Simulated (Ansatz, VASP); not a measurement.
**AlP in VASP and in Ansatz**

INCAR

```
SYSTEM = AlP
PREC = Accurate
ENCUT = 500
EDIFF = 1E-6
ISMEAR = 0
SIGMA = 0.01
LREAL = .FALSE.
LASPH = .TRUE.
NELM = 120
ALGO = Normal
ISIF = 2
LWAVE = .FALSE.
LCHARG = .TRUE.
GGA = PS
LELF = .TRUE.
LVHAR = .TRUE.
NBANDS = 11
GGA_COMPAT = .FALSE.
```

File KPOINTS:

```
regular mesh
0
G
  8 8 8
  0 0 0
```

File POSCAR:

```
AlP
1.0
    0.0000000000      2.7487980831      2.7487980831
    2.7487980831      0.0000000000      2.7487980831
    2.7487980831      2.7487980831      0.0000000000
Al P
1 1
Direct
    0.0000000000      0.0000000000      0.0000000000
    0.7500000000      0.7500000000      0.7500000000
```

Input for Ansatz:

```yaml
crystal:
  lattice:
    - [0.0, 2.74879808308, 2.74879808308]
    - [2.74879808308, 0.0, 2.74879808308]
    - [2.74879808308, 2.74879808308, 0.0]
  atoms:
    - { symbol: Al, position: [0.0, 0.0, 0.0] }
    - { symbol: P, position: [0.75, 0.75, 0.75] }
kpoints:
  mp_grid: { grid: [8, 8, 8] }
scf:
  occupations: { method: fixed }
  convergence: { dr2_threshold: 1.0e-10 }
hamiltonian:
  xc: pbesol
  pseudopotentials: { kind: paw }
output:
  forces: true
  stress: true
  eigenstates:
    kpoints:
      - [0.0, 0.0, 0.0]
      - [0.0, -0.5, -0.5]
      - [-0.5, 0.0, -0.5]
      - [-0.5, -0.5, 0.0]
      - [0.0, 0.5, 0.0]
      - [0.5, 0.0, 0.0]
      - [0.0, 0.0, 0.5]
      - [0.5, 0.5, 0.5]
  eigenvalues: true
```

Alike in both runs: task single point; functional PBEsol; k mesh 8 × 8 × 8; no spin polarisation.

|  | VASP | Ansatz |
| --- | --- | --- |
| version | VASP 6.6.1 | Ansatz 0.2.0 |
| potentials or method | VASP PAW PBE potentials, release 64 (Al, P) | PAW with Ansatz's default frozen-core files, scalar-relativistic |
| plane-wave cutoff (eV) | 500 | 420 |
| occupations | gaussian, width 0.01 eV | fixed |
| valence electrons in the cell | 8 | 8 |

|  | VASP | Ansatz | Ansatz less VASP |
| --- | --- | --- | --- |
| gap on the k mesh at the Fermi level (eV) | 1.48 | 1.48 | +0.003 |
| pressure (GPa) | -1.2 | -1.2 | -0.03 |

VASP's potentials were made for PBE, not for PBEsol.
